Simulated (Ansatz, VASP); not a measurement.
**SnSe in VASP and in Ansatz**

Contents of INCAR:

```
ALGO = Normal
EDIFF = 1E-6
ENCUT = 520
ISIF = 2
ISMEAR = 0
LASPH = True
LCHARG = False
LREAL = False
LWAVE = False
NBANDS = 17
NELM = 60
PREC = Accurate
SIGMA = 0.05
```

The input KPOINTS:

```
k-points
0
Gamma
  8 8 8
```

Contents of POSCAR:

```
SnSe
1.0
    0.0075250000      3.0100000000      3.0100000000
    3.0175250000      0.0000000000      3.0175250000
    3.0100000000      3.0100000000      0.0075250000
Sn Se
1 1
Direct
    0.0000000000      0.0000000000      0.0000000000
    0.5000000000      0.5000000000      0.5000000000
```

Input for Ansatz:

```yaml
crystal:
  lattice:
    - [0.007525, 3.01, 3.01]
    - [3.017525, 0.0, 3.017525]
    - [3.01, 3.01, 0.007525]
  atoms:
    - { symbol: Sn, position: [0.0, 0.0, 0.0] }
    - { symbol: Se, position: [0.5, 0.5, 0.5] }
basis:
  ecutwfc: 420
kpoints:
  mp_grid: { grid: [8, 8, 8] }
hamiltonian:
  xc: lda
scf:
  occupations: { method: gaussian, width: 0.05 }
output:
  forces: true
  stress: true
  eigenvalues: true
```

Change from the starting cell: strain +0.0050 x Voigt [0, 0, 0, 0, 1, 0], atoms carried along.

Alike in both runs: task single point; functional LDA; k mesh 8 × 8 × 8; occupations gaussian, width 0.05 eV; no spin polarisation.

```csv
,VASP,Ansatz
version,VASP 6.6.1,Ansatz 0.2.0
potentials or method,"VASP PAW LDA potentials, release 64 (Sn_d, Se), cutoff 520 eV","scalar-relativistic, plane waves, PAW"
valence electrons in the cell,20,30
```

|  | VASP | Ansatz | Ansatz less VASP |
| --- | --- | --- | --- |
| gap on the k mesh at the Fermi level (eV) | 0.61 | 0.59 | -0.018 |
| least direct gap on the mesh (eV) | 0.63 | 0.61 | -0.018 |
| pressure (GPa) | -3.3 | -3.4 | -0.09 |
| traceless stress, the component that is largest in VASP (GPa) | -0.10 | -0.10 | 0.000 |

LDA's correlation is that of Perdew and Zunger in VASP and of Perdew and Wang (1992) in Ansatz. VASP's potentials hold 20 valence electrons a cell and Ansatz's 30, so a difference there can come from the potentials and not from the codes.
